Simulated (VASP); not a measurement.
Runs of VASP 6.6.1 on HfN (rocksalt type). The structure is that of space group Fm-3m (No. 225), or close to it. The cells are those of the table. 

| task | cell | cutoff (eV) | k mesh for the DOS | occupations for the DOS | gap on the mesh (eV) | pressure (GPa) |
| --- | --- | --- | --- | --- | --- | --- |
| single point | a = 2.933 Å, angles 60.0°, 2 atoms | 520 | - | - | none | 108.2 |
| single point | a = 3.160 Å, angles 60.0°, 2 atoms | 520 | - | - | none | -1.2 |
| single point | a = 2.832 Å, angles 60.0°, 2 atoms | 520 | - | - | none | (a) |
| single point | a = 3.095 Å, angles 60.0°, 2 atoms | 520 | - | - | none | (b) |
| single point | a = 3.028 Å, angles 60.0°, 2 atoms | 520 | - | - | none | 49.9 |
| relaxation of cell and atoms | relaxed from a = 3.047 Å, angles 60.0°, 2 atoms | 600 | - | - | none | 0.0 |
| single point | a = 2.723 Å, angles 60.0°, 2 atoms | 520 | - | - | none | 349.5 |

Alike in all rows: level LDA; potentials or basis VASP PAW LDA potentials, release 64 (Hf_pv, N); no spin polarisation; k mesh 15 × 15 × 15; smearing fermi-dirac 0.1 eV.

Question: Estimate the missing entries.

Answer: (a) 200.3; (b) 20.2.

Caveats: spin-orbit coupling is left out, which moves the levels of the heavy elements.

A k mesh can miss the band edges, and the runs leave out spin-orbit coupling on Hf.

A gap of «none» marks levels without a gap at the run's occupations.
